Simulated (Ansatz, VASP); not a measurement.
## CdF2: VASP beside Ansatz

Contents of INCAR:

```
SYSTEM = CdF2
PREC     = Accurate       ! precision mode
ENCUT    = 520            ! plane-wave cutoff, eV
EDIFF    = 1E-6           ! SCF threshold, eV
ISMEAR   = 0              ! smearing method
SIGMA    = 0.05           ! smearing width, eV
LREAL    = .False.        ! projectors in reciprocal space
LASPH    = .True.         ! aspherical terms in the spheres
NELM     = 80             ! most SCF steps
ALGO     = Normal         ! electronic algorithm
ISIF     = 2              ! what is computed and relaxed
LWAVE    = .False.        ! write WAVECAR
LCHARG   = .False.        ! write CHGCAR
GGA      = PS             ! functional
NBANDS   = 20             ! bands
```

Contents of KPOINTS:

```
Automatic mesh
0
Gamma
  8 8 8
  0 0 0
```

POSCAR

```
CdF2
1.0
    0.0000000000      2.6940000000      2.6940000000
    2.6940000000      0.0000000000      2.6940000000
    2.6940000000      2.6940000000      0.0000000000
Cd F
1 2
Direct
    0.0069599109     -0.0069599109      0.0069599109
    0.2500000000      0.2500000000      0.2500000000
    0.7500000000      0.7500000000      0.7500000000
```

Input for Ansatz:

```yaml
crystal:
  lattice:
    - [0.0, 2.694, 2.694]
    - [2.694, 0.0, 2.694]
    - [2.694, 2.694, 0.0]
  atoms:
    - { symbol: Cd, position: [0.0069599109, -0.0069599109, 0.0069599109] }
    - { symbol: F, position: [0.25, 0.25, 0.25] }
    - { symbol: F, position: [0.75, 0.75, 0.75] }
basis:
  ecutwfc: 420
kpoints:
  mp_grid: { grid: [8, 8, 8] }
hamiltonian:
  xc: pbesol
scf:
  occupations: { method: gaussian, width: 0.05 }
output:
  forces: true
  stress: true
  eigenvalues: true
```

Change from the starting cell: all Cd atoms moved +0.037 Å, as atom 1 along Cartesian [0 1 0].

Alike in both runs: task single point; functional PBEsol; k mesh 8 × 8 × 8; occupations gaussian, width 0.05 eV; no spin polarisation.

```csv
,VASP,Ansatz
version,VASP 6.6.1,Ansatz 0.2.0
potentials or method,"VASP PAW PBE potentials, release 64 (Cd, F), cutoff 520 eV","scalar-relativistic, plane waves, PAW"
valence electrons in the cell,26,34
```

Ansatz gave:

```
gap on the k mesh at the Fermi level (eV) : 2.93
least direct gap on the mesh (eV)         : 3.42
pressure (GPa)                            : -0.2
rms of the force components (eV/Å)        : 0.073
```

What did VASP give for the same quantities?

gap on the k mesh at the Fermi level (eV): 2.90; least direct gap on the mesh (eV): 3.39; pressure (GPa): 0.6; rms of the force components (eV/Å): 0.082.

VASP's potentials were made for PBE, not for PBEsol. Atom by atom the forces differ by 0.009 eV/Å (rms over components). The functional is the same, so the differences come from potentials, cutoffs and numerics. VASP's potentials hold 26 valence electrons a cell and Ansatz's 34, so a difference there can come from the potentials and not from the codes.
